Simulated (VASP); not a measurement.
Here is a VASP 6.6.1 calculation.

INCAR

```
  PREC = Accurate
  ENCUT = 500
  EDIFF = 1E-6
  ISMEAR = 0
  SIGMA = 0.2
  LREAL = F
  LASPH = T
  NELM = 200
  ALGO = Normal
  ISIF = 2
  LWAVE = F
  LCHARG = F
  GGA = PE
  NBANDS = 34
  GGA_COMPAT = F
  LMAXMIX = 6
```

The input KPOINTS:

```
regular mesh
0
Gamma
  3 3 3
```

The input POSCAR:

```
Tb3YPb
1.0
    5.7927723865      0.0000000000      0.0000000000
    0.0000000000      5.7927723865      0.0000000000
    0.0000000000      0.0000000000      5.7927723865
Tb Y Pb
3 1 1
Direct
    0.0000000000      0.5000000000      0.5000000000
    0.5000000000      0.0000000000      0.5000000000
    0.5000000000      0.5000000000      0.0000000000
    0.0000000000      0.0000000000      0.0000000000
    0.5000000000      0.5000000000      0.5000000000
```

Potentials or basis: VASP PAW PBE potentials, release 64 (Tb_3, Y_sv, Pb_d), 4f in core.

Command:

```console
$ cat potpaw_PBE.64/Tb_3/POTCAR potpaw_PBE.64/Y_sv/POTCAR potpaw_PBE.64/Pb_d/POTCAR > POTCAR
$ mpirun -np 1 vasp_std > vasp.out
```

(1) Estimate the band gap on the k mesh.

(2) What does it give for the pressure?

Results:

(1) zero (bands 26 and 27 overlap by 0.47 eV).

(2) 0.6 GPa.

Caveat: the k points lie up to 0.36 Å⁻¹ apart; spin-orbit coupling is left out, which moves the levels of the heavy elements; the 4f electrons are frozen in the core, so they carry no moment and show no levels.
